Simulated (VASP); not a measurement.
Input of a VASP 6.6.1 run:

The input INCAR:

```
SYSTEM = SiC
PREC = Accurate
ENCUT = 600
EDIFF = 1E-6
ISMEAR = 0
SIGMA = 0.1
LREAL = .FALSE.
LASPH = .TRUE.
NELM = 80
ALGO = Normal
ISIF = 3
LWAVE = .FALSE.
LCHARG = .FALSE.
GGA = PE
IBRION = 2
NSW = 90
EDIFFG = -0.04
```

The input KPOINTS:

```
Automatic mesh
0
G
  4 2 6
  0 0 0
```

POSCAR

```
SiC
1.0
    5.5676507500      0.0000000000      0.0000000000
    0.0000000000      7.6788049700      0.0000000000
    0.0000000000      0.0000000000      2.6754632100
Si C
6 6
Direct
    0.5869124700      0.6490596900      0.5000000000
    0.4130875300      0.3509403100      0.5000000000
    0.0000000000      0.5000000000      0.0000000000
    0.0869124700      0.8509403100      0.5000000000
    0.9130875300      0.1490596900      0.5000000000
    0.5000000000      0.0000000000      0.0000000000
    0.0869124700      0.3509403100      0.5000000000
    0.9130875300      0.6490596900      0.5000000000
    0.5000000000      0.5000000000      0.0000000000
    0.5869124700      0.1490596900      0.5000000000
    0.4130875300      0.8509403100      0.5000000000
    0.0000000000      0.0000000000      0.0000000000
```

Potentials or basis: VASP PAW PBE potentials, release 64 (Si, C).

The run is started by

```sh
$ cat potpaw_PBE.64/Si/POTCAR potpaw_PBE.64/C/POTCAR > POTCAR
$ mpirun -np 1 vasp_std > vasp.out
```

**Question.** What does it give for the relaxed cell?

**Answer.** a = 5.211 Å, b = 8.206 Å, c = 2.933 Å, α = 90.00°, β = 90.00°, γ = 90.00°.

**Question.** What does it give for the band gap on the k mesh?

**Answer.** Zero (bands 24 and 25 overlap by 0.27 eV).

Final structure:
```yaml
crystal:
  lattice:
    - [5.21112, 0.00000, 0.00000]
    - [0.00000, 8.20593, 0.00000]
    - [0.00000, 0.00000, 2.93334]
  atoms:
    - { symbol: Si, position: [0.59084, 0.64493, 0.50000] }
    - { symbol: Si, position: [0.40916, 0.35507, 0.50000] }
    - { symbol: Si, position: [0.00000, 0.50000, 0.00000] }
    - { symbol: Si, position: [0.09084, 0.85507, 0.50000] }
    - { symbol: Si, position: [0.90916, 0.14493, 0.50000] }
    - { symbol: Si, position: [0.50000, 0.00000, 0.00000] }
    - { symbol: C, position: [0.05460, 0.34640, 0.50000] }
    - { symbol: C, position: [0.94540, 0.65360, 0.50000] }
    - { symbol: C, position: [0.50000, 0.50000, 0.00000] }
    - { symbol: C, position: [0.55460, 0.15360, 0.50000] }
    - { symbol: C, position: [0.44540, 0.84640, 0.50000] }
    - { symbol: C, position: [0.00000, 0.00000, 0.00000] }
```

Caveat: the k points lie up to 0.38 Å⁻¹ apart in the final cell; semilocal functionals underestimate gaps, so a narrow gap can read as zero.
